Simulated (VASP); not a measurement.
# Ag (I4/mmm) in VASP: further runs, part 2 of 2

VASP 6.6.1.

### Step 3. Single point, LDA (strain +0.050 along x and y, -0.050 along z)

Contents of INCAR:

```
ALGO = Fast
EDIFF = 1E-6
ENCUT = 520
ISIF = 2
ISMEAR = 0
LASPH = T
LCHARG = F
LREAL = F
LWAVE = F
NBANDS = 12
NELM = 80
PREC = Accurate
SIGMA = 0.15
```

Contents of KPOINTS:

```
k-points
0
Gamma
  20 20 20
```

Contents of POSCAR:

```
Ag
1.0
   -1.7384367000      1.7384367000      1.5728713000
    1.7384367000     -1.7384367000      1.5728713000
    1.7384367000      1.7384367000     -1.5728713000
Ag
1
Direct
    0.0000000000      0.0000000000      0.0000000000
```

Potentials or basis: VASP PAW LDA potentials, release 64 (Ag).

Launch:

```sh
cat potpaw_LDA.64/Ag/POTCAR > POTCAR
mpirun -np 1 vasp_std > vasp.out
```

OUTCAR:

```text
EDIFF = 1E-6
   ENCUT = 520
   ISIF = 2
   ISMEAR = 0
   LASPH = T
   LREAL = F
   NELM = 80
   PREC = Accurate

 ion  position               nearest neighbor table
   1  0.000  0.000  0.000-

  LATTYP: Found a body centered tetragonal cell.
 ALAT       =     3.4768734000
 C/A-ratio  =     0.9047619048

  Lattice vectors:

 A1 = (  -1.7384367000,   1.7384367000,   1.5728713000)
 A2 = (   1.7384367000,  -1.7384367000,   1.5728713000)
 A3 = (   1.7384367000,   1.7384367000,  -1.5728713000)

Analysis of symmetry for initial positions (statically):
=====================================================================
 Subroutine PRICEL returns:
 Original cell was already a primitive cell.

 Routine SETGRP: Setting up the symmetry group for a
 body centered tetragonal supercell.

 Subroutine GETGRP returns: Found 16 space group operations
 (whereof 16 operations were pure point group operations)
 out of a pool of 16 trial point group operations.

The static configuration has the point symmetry D_4h.

Analysis of symmetry for dynamics (positions and initial velocities):
=====================================================================
 Subroutine PRICEL returns:
 Original cell was already a primitive cell.

 Routine SETGRP: Setting up the symmetry group for a
 body centered tetragonal supercell.

 Subroutine GETGRP returns: Found 16 space group operations
 (whereof 16 operations were pure point group operations)
 out of a pool of 16 trial point group operations.

The dynamic configuration has the point symmetry D_4h.

 Subroutine INISYM returns: Found 16 space group operations
 (whereof 16 operations are pure point group operations),
 and found     1 'primitive' translations

----------------------------------------------------------------------------------------

                                     Primitive cell

  volume of cell :      19.0139

  direct lattice vectors                    reciprocal lattice vectors
    -1.738436700  1.738436700  1.572871300     0.000000000  0.287614729  0.317889963
     1.738436700 -1.738436700  1.572871300     0.287614729  0.000000000  0.317889963
     1.738436700  1.738436700 -1.572871300     0.287614729  0.287614729  0.000000000

  length of vectors
     2.918603852  2.918603852  2.918603852     0.428691335  0.428691335  0.406748650

  position of ions in fractional coordinates (direct lattice)
     0.000000000  0.000000000  0.000000000

  ion indices of the primitive-cell ions
   primitive index   ion index
                 1           1

----------------------------------------------------------------------------------------

 KPOINTS: k-points

Automatic generation of k-mesh.
 Grid dimensions read from file:
 generate k-points for:   20   20   20

 Generating k-lattice:

  Cartesian coordinates                     Fractional coordinates (reciprocal lattice)
     0.000000000  0.014380736  0.015894498     0.050000000 -0.000000000  0.000000000
     0.014380736  0.000000000  0.015894498    -0.000000000  0.050000000  0.000000000
     0.014380736  0.014380736  0.000000000     0.000000000  0.000000000  0.050000000

  Length of vectors
     0.021434567  0.021434567  0.020337433

  Shift w.r.t. Gamma in fractional coordinates (k-lattice)
     0.000000000  0.000000000  0.000000000

 Subroutine IBZKPT returns following result:
 ===========================================

 Found    641 irreducible k-points:

 Following reciprocal coordinates:
            Coordinates               Weight
  0.000000  0.000000  0.000000      1.000000
  0.050000  0.000000 -0.000000      8.000000
  0.100000  0.000000  0.000000      8.000000
  0.150000  0.000000 -0.000000      8.000000
  0.200000  0.000000  0.000000      8.000000
  0.250000  0.000000  0.000000      8.000000
[... 16 lines left out ...]
 -0.400000  0.050000  0.000000     16.000000
 -0.350000  0.050000  0.000000     16.000000
 [... further k-points ...]
   k-points           NKPTS =    641   k-points in BZ     NKDIM =    641   number of bands    NBANDS=     12
   number of dos      NEDOS =    301   number of ions     NIONS =      1
   total plane-waves  NPLWV =  13824
   dimension x,y,z NGX =    24 NGY =   24 NGZ =   24
   dimension x,y,z NGXF=    48 NGYF=   48 NGZF=   48
   ions per type =               1
   NGX,Y,Z   is equivalent  to a cutoff of  13.67, 13.67, 13.67 a.u.
   NGXF,Y,Z  is equivalent  to a cutoff of  27.34, 27.34, 27.34 a.u.
 SYSTEM =  unknown system
   PREC   = accura    normal or accurate (medium, high low for compatibility)
   ISTART =      0    job   : 0-new  1-cont  2-samecut
   ICHARG =      2    charge: 1-file 2-atom 10-const
   ISPIN  =      1    spin polarized calculation?
   LNONCOLLINEAR =      F non collinear calculations
   LSORBIT =      F    spin-orbit coupling
   LASPH  =      T    aspherical Exc in radial PAW
   ENCUT  =  520.0 eV  38.22 Ry    6.18 a.u.   5.43  5.43  5.43*2*pi/ulx,y,z
   NELM   =     80;   NELMIN=  2; NELMDL= -5     # of ELM steps
   EDIFF  = 0.1E-05   stopping-criterion for ELM
   LREAL  =      F    real-space projection
   EDIFFG = 0.1E-04   stopping-criterion for IOM
   NSW    =      0    number of steps for IOM
   IBRION =     -1    ionic relax: 0-MD 1-quasi-New 2-CG
   NFREE  =      0    steps in history (QN), initial steepest desc. (CG)
   ISIF   =      2    stress and relaxation
   ISYM   =      2    0-nonsym 1-usesym 2-fastsym
   POTIM  = 0.5000    time-step for ionic-motion
   TEBEG  =    0.0;   TEEND  =   0.0 temperature during run
   PSTRESS=    0.0 pullay stress
   NELECT =      11.0000    total number of electrons
   NUPDOWN=      -1.0000    fix difference up-down
   EMIN   =  10.00;   EMAX   =-10.00  energy-range for DOS
   EFERMI =   0.00;   METHOD = LEGACY
   ISMEAR =     0;   SIGMA  =   0.15  broadening in eV -4-tet -1-fermi 0-gaus
   EFERMI_NEDOS =   21; number of points for ismear=-14 and -15
   IALGO  =     68    algorithm
   IMIX   =      4    mixing-type and parameters
     AMIX     =   0.40;   BMIX     =  1.00
     AMIX_MAG =   1.60;   BMIX_MAG =  1.00
  volume/ion in A,a.u.               =      19.01       128.31
  Fermi-wavevector in a.u.,A,eV,Ry     =   1.364108  2.577790 25.317592  1.860791
  Thomas-Fermi vector in A             =   2.490453
   LORBIT       =      0    0 simple, 1 ext, 2 COOP (PROOUT), +10 PAW based schemes
   GGA     = CA    functional components
   LHFCALC =     F    Hartree Fock is set to
   AEXX    =    0.0000 exact exchange contribution
   IVDW    =     0    specifies the selected vdW correction
   LEPSILON=     F    determine dielectric tensor
   LRPA    =     F    only Hartree local field effects (RPA)
 non-spin polarized calculation
 RMM-DIIS sequential band-by-band and
 Gauss-broadening in eV      SIGMA  =   0.15
  energy-cutoff  :      520.00
  volume of cell :       19.01
 maximum number of plane-waves:       530
 NGX is ok and might be reduce to    24
   NGX = 11   NGY = 11   NGZ = 11

 number of electron      11.0000002 magnetization

 Free energy of the ion-electron system (eV)
  ---------------------------------------------------
  ext. energy  EPLUGINS =         0.00000000
  ---------------------------------------------------
  free energy    TOTEN  =        -3.59800793 eV

  energy without entropy =       -3.59438690  energy(sigma->0) =       -3.59619742

 E-fermi :   6.7098     XC(G=0): -11.9522

 val. band max:        6.6930422287   @ k =   0.5000   0.5000   0.0500
 cond. band min:       6.7111635713   @ k =   0.5000   0.3000   0.0000
 fundamental gap:      0.0181213427
 Fermi energy:         6.7097562760

 k-point     1 :       0.0000    0.0000    0.0000
  band No.  band energies     occupation
      1      -0.3506      2.00000
      2       1.9476      2.00000
      3       2.3664      2.00000
      4       2.3664      2.00000
      5       3.0403      2.00000
      6       3.5135      2.00000
      7      23.5562      0.00000
      8      23.5562      0.00000
      9      25.5150      0.00000
     10      28.3046      0.00000
     11      28.3046      0.00000
     12      29.3233      0.00000
[... 331 lines left out ...]
 k-point    24 :      -0.3500    0.0500    0.0000
  band No.  band energies     occupation
      1       1.1826      2.00000
      2       1.6230      2.00000
      3       3.2341      2.00000
      4       3.2900      2.00000
      5       3.4125      2.00000
      6       4.0786      2.00000
      7      15.6358      0.00000
      8      19.7893      0.00000
      9      20.9377      0.00000
     10      24.8939      0.00000
     11      26.1977      0.00000
     12      30.5871      0.00000

 [... further k-points ...]
[... 5 lines left out ...]
  --------------------------------------------------------------------------------------
  -------------------------------------------------------------------------------------
  Total       -1.6115333     -1.6115333     -1.6689879      0.0000000      0.0000000      0.0000000
  in kB     -135.7934829   -135.7934829   -140.6348092      0.0000000      0.0000000      0.0000000
  external PRESSURE =    -137.4072583 kB  Pullay stress =       0.0000000 kB

 VOLUME and BASIS-vectors are now :
 -----------------------------------------------------------------------------
  energy-cutoff  :      520.00
  volume of cell :       19.01
      direct lattice vectors                 reciprocal lattice vectors
    -1.738436700  1.738436700  1.572871300     0.000000000  0.287614729  0.317889963
     1.738436700 -1.738436700  1.572871300     0.287614729  0.000000000  0.317889963
     1.738436700  1.738436700 -1.572871300     0.287614729  0.287614729  0.000000000

 POSITION                                       TOTAL-FORCE (eV/Angst)
 -----------------------------------------------------------------------------------
      0.00000      0.00000      0.00000         0.000000      0.000000      0.000000
 -----------------------------------------------------------------------------------
    total drift:                                0.000000      0.000000      0.000000

  FREE ENERGIE OF THE ION-ELECTRON SYSTEM (eV)
  ---------------------------------------------------
  free  energy   TOTEN  =        -3.5980079327 eV

  energy  without entropy=       -3.5943869043  energy(sigma->0) =       -3.59619742
```

OSZICAR:

```text
N       E                     dE             d eps       ncg     rms          rms(c)
DAV:   1     0.503987108013E+02    0.50399E+02   -0.53640E+03 15544   0.810E+02
DAV:   2    -0.305195104223E+01   -0.53451E+02   -0.50341E+02 17820   0.188E+02
DAV:   3    -0.386789181908E+01   -0.81594E+00   -0.81537E+00 17932   0.249E+01
DAV:   4    -0.387044104485E+01   -0.25492E-02   -0.25491E-02 17400   0.145E+00
DAV:   5    -0.387046311267E+01   -0.22068E-04   -0.22067E-04 17684   0.123E-01    0.419E+00
RMM:   6    -0.360769175836E+01    0.26277E+00   -0.45347E-01 15432   0.591E+00    0.276E+00
RMM:   7    -0.360150833197E+01    0.61834E-02   -0.56063E-03 17154   0.834E-01    0.163E+00
RMM:   8    -0.359799870385E+01    0.35096E-02   -0.60924E-04 17809   0.276E-01    0.110E-01
RMM:   9    -0.359800928863E+01   -0.10585E-04   -0.57657E-05 18491   0.630E-02    0.294E-02
RMM:  10    -0.359800783430E+01    0.14543E-05   -0.10899E-05 18325   0.278E-02    0.955E-03
RMM:  11    -0.359800793274E+01   -0.98441E-07   -0.27653E-06 15125   0.110E-02
   1 F= -.35980079E+01 E0= -.35961974E+01  d E =-.362103E-02
```

stdout:

```text
POSCAR found type information on POSCAR Ag
 POSCAR found :  1 types and       1 ions
 scaLAPACK will be used
 LDA part: xc-table for (Slater(with rela. corr.)+CA(PZ))
 , standard interpolation
 POSCAR, INCAR and KPOINTS ok, starting setup
 FFT: planning ... GRIDC
 FFT: planning ... GRID_SOFT
 FFT: planning ... GRID
 WAVECAR not read
 entering main loop
```

Wall time 2.2 min (1 thread of Intel Xeon 8259CL, shared host); peak memory 0.24 GiB.

Results:

```yaml
Free_energy: -3.5980 eV
Pressure: -13.7 GPa
Band_gap_on_the_k_mesh: zero (an odd number of electrons rules out a gap without spin polarisation)
```

Caveat: the cell differs from its parent crystal (strain +0.050 along x and y, -0.050 along z); the cell stands under tension.

### Step 4. Single point, LDA (strain +0.050 along x and y, -0.025 along z)

Contents of INCAR:

```
SYSTEM = Ag
PREC     = Accurate       ! precision mode
ENCUT    = 520            ! plane-wave cutoff, eV
EDIFF    = 1E-6           ! SCF threshold, eV
ISMEAR   = 0              ! smearing method
SIGMA    = 0.15           ! smearing width, eV
LREAL    = .False.        ! projectors in reciprocal space
LASPH    = .True.         ! aspherical terms in the spheres
NELM     = 80             ! most SCF steps
ALGO     = Fast           ! electronic algorithm
ISIF     = 2              ! what is computed and relaxed
LWAVE    = .False.        ! write WAVECAR
LCHARG   = .True.         ! write CHGCAR
GGA      = CA             ! functional
LELF     = .True.         ! ELF
LVHAR    = .True.       
NBANDS   = 12             ! bands
```

Contents of KPOINTS:

```
Automatic mesh
0
Gamma
  20 20 20
  0 0 0
```

Contents of POSCAR:

```
Ag
1.0
   -1.7384367000      1.7384367000      1.6142626500
    1.7384367000     -1.7384367000      1.6142626500
    1.7384367000      1.7384367000     -1.6142626500
Ag
1
Direct
    0.0000000000      0.0000000000      0.0000000000
```

Launch:

```sh
cat potpaw_LDA.64/Ag/POTCAR > POTCAR
mpirun -np 1 vasp_std > vasp.out
```

Run time: 1.8 min. Hardware: 1 thread of Intel Xeon 8259CL, shared host; peak memory 0.25 GiB.

Results (log left out):

* Free energy: -3.5524 eV
* Pressure: -14.8 GPa
* Band gap on the k mesh: zero (an odd number of electrons rules out a gap without spin polarisation)

Stress tensor (GPa, compression positive):
```
-14.63   0.00   0.00
  0.00 -14.63   0.00
  0.00   0.00 -15.17
```

Levels at points of the mesh, in eV from the Fermi level:
```csv
k point,band 4,band 5,band 6,band 7,band 8,band 9
"(0.00, 0.00, 0.00)",-4.32,-3.54,-3.21,16.95,16.95,18.32
"(0.50, 0.00, 0.00)",-3.10,-2.55,0.35,3.63,12.41,12.67
"(0.50, 0.50, 0.00)",-3.34,-2.59,-0.04,2.94,13.65,14.25
"(0.50, 0.50, 0.50)",-2.77,-2.68,5.79,5.79,7.81,10.40
```

Caveat: the cell differs from its parent crystal (strain +0.050 along x and y, -0.025 along z); the cell stands under tension.

### Step 5. The runs side by side

```csv
cell,gap on the mesh (eV),pressure (GPa)
"a = 2.869 Å, angles 107.5, 107.5, 113.5°, 1 atom",none,-11.2
"a = 2.919 Å, angles 106.9, 106.9, 114.8°, 1 atom",none,-13.7
"a = 2.941 Å, angles 107.5, 107.5, 113.4°, 1 atom",none,-14.8
```

Alike in all rows: task single point; level LDA; potentials or basis VASP PAW LDA potentials, release 64 (Ag); no spin polarisation; k mesh 20 × 20 × 20; cutoff (eV) 520; smearing gaussian 0.15 eV.

Caveats: the cell stands under tension.

Total energies depend on the potentials used, so only differences within one code and one set of settings carry meaning.
